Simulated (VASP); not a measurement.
Here is a VASP 6.6.1 calculation.

The input INCAR:

```
ALGO = Normal
EDIFF = 1E-7
ENCUT = 520
GGA = PE
ISIF = 2
ISMEAR = -1
LASPH = True
LCHARG = False
LREAL = False
LWAVE = False
NBANDS = 16
NELM = 60
PREC = Accurate
SIGMA = 0.02
```

KPOINTS

```
k-points
0
Gamma
  8 8 8
```

POSCAR

```
InP
1.0
    0.0000000000      2.7453631616      2.7453631616
    2.7453631616      0.0000000000      2.7453631616
    2.7453631616      2.7453631616      0.0000000000
In P
1 1
Direct
    0.0000000000      0.0000000000      0.0000000000
    0.5000000000      0.5000000000      0.5000000000
```

Potentials or basis: VASP PAW PBE potentials, release 64 (In_d, P).

Command:

```sh
$ cat potpaw_PBE.64/In_d/POTCAR potpaw_PBE.64/P/POTCAR > POTCAR
$ mpirun -np 1 vasp_std > vasp.out
```

Q: Predict the band gap on the k mesh.

A: Zero (band 9 reaches 7.67 eV, above the bottom of band 10 at 4.95 eV).

Q: Estimate the pressure.

A: 1.9 GPa.

Caveat: spin-orbit coupling is left out, which moves the levels of the heavy elements.
